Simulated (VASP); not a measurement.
# GaN: single point with r2SCAN+rVV10

GaN:

```
Ga N
1.0
     0.00000    2.24406    2.24406
     2.24406    0.00000    2.24406
     2.24406    2.24406    0.00000
Ga N
1 1
Direct
  0.00000 0.00000 0.00000
  0.75000 0.75000 0.75000
```

* Program: VASP 6.6.1
* Task: single point
* Functional: r2SCAN
* Dispersion: rVV10
* Potentials or basis: VASP PAW PBE potentials, release 64 (Ga_d, N)
* Cutoff: 520 eV
* k mesh: 7 × 7 × 7
* Occupations: gaussian, width 0.01 eV
* Spin: no spin polarisation

- Pressure: 1.2 GPa
- Band gap on the k mesh: 2.17 eV, direct

Levels at points of the mesh, in eV from the valence-band top:
```csv
k point,band 6,band 7,band 8,band 9,band 10,band 11,band 12,band 13
"(0.00, 0.00, 0.00)",-13.45,0.00,0.00,0.00,2.17,11.07,11.07,11.07
```

It took 50 s on 1 thread of Intel(R) Xeon(R) Platinum 8259CL CPU @ 2.50GHz (Skylake/Cascade Lake), with other jobs on the host, peak memory 0.21 GiB.

Caveat: the PAW data sets were made with another functional, which shifts forces and pressure a little. r2SCAN opens gaps a little over a GGA but as a rule still falls short of measured ones.
